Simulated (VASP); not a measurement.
KF (Carobbiite):

```
K F
1.0
     0.00000    2.67185    2.67185
     2.67185    0.00000    2.67185
     2.67185    2.67185    0.00000
K F
1 1
Direct
  0.00000 0.00000 0.00000
  0.50000 0.50000 0.50000
```

```yaml
Program: VASP 6.6.1
Task: relaxation of cell and atoms
Functional: LDA
Potentials_or_basis: VASP PAW LDA potentials, release 64 (K_sv, F)
Cutoff: 600 eV
k_mesh: 9 × 9 × 9
Occupations: fermi-dirac, width 0.05 eV
Spin: no spin polarisation
```

At the start: pressure -3.4 GPa; volume 19.07 Å³/atom.

Problem. How do energy, volume and symmetry change on relaxing?

Solution. Over 4 steps the energy falls by 21.8 meV/atom and the volume is 17.24 Å³/atom (-9.6 %); space group Fm-3m (No. 225, to 0.05 Å).

The path:
| step | energy change (eV) | largest force (eV/Å) | pressure (GPa) | volume (Å³) |
| --- | --- | --- | --- | --- |
| 1 | 0.0000 | 0.0000 | -3.44 | 38.15 |
| 2 | -0.0360 | 0.0000 | -1.64 | 35.93 |
| 3 | -0.0436 | 0.0000 | -0.13 | 34.60 |
| 4 | -0.0436 | 0.0000 | 0.01 | 34.49 |

Final structure:
```
K F
1.0
     0.00000    2.58347    2.58347
     2.58347    0.00000    2.58347
     2.58347    2.58347    0.00000
K F
1 1
Direct
  0.00000 0.00000 0.00000
  0.50000 0.50000 0.50000
```
